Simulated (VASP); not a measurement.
**SnSe (zincblende type): single point with PBE**

SnSe (zincblende type):

```
Sn Se
1.0
     0.00000    2.73376    2.73376
     2.73376    0.00000    2.73376
     2.73376    2.73376    0.00000
Sn Se
1 1
Direct
  0.00000 0.00000 0.00000
  0.25000 0.25000 0.25000
```

```
Program             : VASP 6.6.1
Task                : single point
Functional          : PBE
Potentials or basis : VASP PAW PBE potentials, release 64 (Sn_d, Se)
Cutoff              : 520 eV
k mesh              : 13 × 13 × 13
Occupations         : fermi-dirac, width 0.05 eV
Spin                : no spin polarisation
```

```
Pressure               : 64.1 GPa
Band gap on the k mesh : zero (bands 10 and 11 overlap by 2.17 eV)
```

Levels at points of the mesh, in eV from the Fermi level:
```tsv
k point	band 6	band 7	band 8	band 9	band 10	band 11	band 12	band 13	band 14	band 15
(0.00, 0.00, 0.00)	-18.34	-4.24	-4.24	-4.24	-3.31	0.85	0.85	0.85	5.80	7.63
```

Wall time 99 s on 1 thread of Intel Xeon 8259CL, with other jobs on the host, peak memory 0.21 GiB.

Caveat: the cell stands under pressure; spin-orbit coupling is left out, which moves the levels of the heavy elements.
